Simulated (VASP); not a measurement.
Here is a VASP 6.6.1 calculation.

Contents of INCAR:

```
ALGO = Normal
EDIFF = 1E-6
ENCUT = 400
GGA = PE
GGA_COMPAT = F
ISIF = 2
ISMEAR = -1
ISYM = -1
LASPH = T
LCHARG = F
LREAL = Auto
LWAVE = F
NBANDS = 98
NELM = 120
PREC = Accurate
SIGMA = 0.056
```

File KPOINTS:

```
explicit points
1
Reciprocal
  0.25000000   0.25000000   0.25000000 1
```

POSCAR

```
Al13Cu11
1.0
    7.1452280000      0.0272100000     -0.2795910000
    0.0272100000      7.0459230000      0.0416720000
   -0.2795910000      0.0416720000      7.0313830000
Al Cu
13 11
Direct
    0.1909331379      0.7153015715      0.1678564715
    0.5647575056      0.5422306646      0.2362602463
    0.4787448238      0.0373078825      0.7893282232
    0.6716809416      0.8368742239      0.4993573417
    0.1273424760      0.1958179911      0.6040152674
    0.6342135111      0.3736946159      0.9369735353
    0.2639734826      0.2962228490      0.9851674146
    0.9489422855      0.5555254705      0.4788488787
    0.8004196384      0.1448440581      0.3092124530
    0.3117053898      0.7659150356      0.5312711326
    0.4666742749      0.2012222825      0.4585353397
    0.9058974862      0.0733889492      0.9850173884
    0.5167374853      0.9658672481      0.1672421386
    0.0043382340      0.8876120127      0.5084483897
    0.4080348346      0.6529847496      0.8973916919
    0.1300300260      0.8441485455      0.8276355970
    0.1814709943      0.0961801929      0.2753153449
    0.5691121793      0.5186431861      0.5900245719
    0.7689383462      0.1672547095      0.6568051268
    0.9707284357      0.4189788989      0.7897729715
    0.9318010569      0.4181088994      0.1321170750
    0.7452033116      0.7543607275      0.8448938735
    0.2461443083      0.4470999055      0.3206926982
    0.8473162147      0.7830369476      0.1976743796
```

Potentials or basis: VASP PAW PBE potentials, release 64 (Al, Cu).

The run is started by

```sh
$ cat potpaw_PBE.64/Al/POTCAR potpaw_PBE.64/Cu/POTCAR > POTCAR
$ mpirun -np 1 vasp_std > vasp.out
```

Task: Predict the largest force.

Result: 2.220 eV/Å.

Task: Estimate the pressure.

Result: 1.8 GPa.

Forces in eV/Å, atoms in the order of the input:
```
Al  -0.719  1.565 -1.401
Al   0.182  0.283  0.430
Al  -0.038 -0.621  0.621
Al  -0.134  0.213  0.164
Al   0.091  0.365  0.201
Al   0.503 -0.313 -1.024
Al   0.156  0.170 -0.011
Al  -0.321 -0.506 -0.330
Al   0.364  0.474  1.015
Al   0.624 -0.025  0.442
Al   0.343 -0.103 -0.522
Al   0.317 -0.256 -1.000
Al  -0.941 -0.490 -0.732
Cu  -0.763  1.024 -0.629
Cu   0.499  0.029 -0.124
Cu  -0.110  0.051  0.468
Cu  -0.260 -0.560 -0.501
Cu   0.294 -0.181  0.641
Cu  -0.149 -0.344 -0.121
Cu  -0.172  0.571  0.463
Cu   0.028  0.266  0.429
Cu   0.212 -0.188  0.158
Cu   0.415 -1.426  1.452
Cu  -0.422  0.002 -0.090
```

Caveat: the atoms stand as in a frame of molecular dynamics.
